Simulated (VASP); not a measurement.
Runs of VASP 6.6.1 on YTeAu. The structure is that of space group P4/mmm (No. 123), or close to it. The cells are those of the table. 

```tsv
task	cell	k mesh	cutoff (eV)	gap on the mesh (eV)	pressure (GPa)	relaxed volume (Å³/atom)
relaxation of cell and atoms	relaxed from a = 4.182, b = 4.182, c = 5.832 Å, 3 atoms	12 × 12 × 8	600	none	0.0	34.02
single point	a = 3.983, b = 3.983, c = 4.852 Å, 3 atoms	4 × 4 × 4	520	none	28.2	-
single point	a = 4.184, b = 4.184, c = 5.836 Å, 3 atoms	12 × 12 × 8	520	none	-0.1	-
single point	a = 4.182, b = 4.182, c = 5.832 Å, 3 atoms	4 × 4 × 4	520	none	0.0	-
relaxation of cell and atoms	relaxed from a = 3.983, b = 3.983, c = 4.852 Å, 3 atoms	4 × 4 × 4	600	none	-0.1	(a)
```

Alike in all rows: level PBE; potentials or basis VASP PAW PBE potentials, release 64 (Y_sv, Te, Au); no spin polarisation; smearing gaussian 0.1 eV.

Estimate the missing entries.

(a) 34.10.

Caveats: some runs use coarse meshes; spin-orbit coupling is left out, which moves the levels of the heavy elements; the volume moved by over 15 % at a fixed basis, so the end points are rough (some runs).

A k mesh can miss the band edges, and the runs leave out spin-orbit coupling on Au, Te, Y.

A gap of «none» marks levels without a gap at the run's occupations.
